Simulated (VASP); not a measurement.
## Hg: single point with PBE

Hg:

```
Hg
1.0
    -2.32422    2.32422    1.20623
     2.32422   -2.32422    1.20623
     2.32422    2.32422   -1.20623
Hg
2
Direct
  0.62500 0.87500 0.75000
  0.37500 0.12500 0.25000
```

- Program: VASP 6.6.1
- Task: single point
- Functional: PBE
- Potentials or basis: VASP PAW PBE potentials, release 64 (Hg_sv_GW)
- Cutoff: 550 eV
- k mesh: 14 × 14 × 14
- Occupations: fermi-dirac, width 0.1 eV
- Spin: no spin polarisation
- Dipole correction: no
- Further INCAR settings: ALGO = Normal; EDIFF = 1e-06; NBANDS = 27

```
Pressure               : 218.9 GPa
Band gap on the k mesh : zero (bands 20 and 21 overlap by 6.31 eV)
```

Levels at points of the mesh, in eV from the Fermi level:
```tsv
k point	band 17	band 18	band 19	band 20	band 21	band 22	band 23	band 24
(0.00, 0.00, 0.00)	-9.04	-7.58	-6.15	-0.33	-0.33	6.63	10.46	11.98
(0.50, 0.00, 0.00)	-8.10	-7.62	-3.84	-0.48	1.87	3.20	6.78	9.48
(0.50, 0.50, 0.00)	-8.35	-8.35	-8.04	-8.04	7.33	7.33	8.75	8.75
(0.50, 0.50, 0.50)	-8.81	-8.81	-6.86	-6.86	-1.45	-1.45	15.06	15.06
```

Wall time 3.5 min on 1 thread of AMD EPYC 7R43 64-Core Processor (Zen 3) (shared host), peak memory 0.27 GiB.

Caveat: the cell stands under pressure; spin-orbit coupling is left out, which moves the levels of the heavy elements.
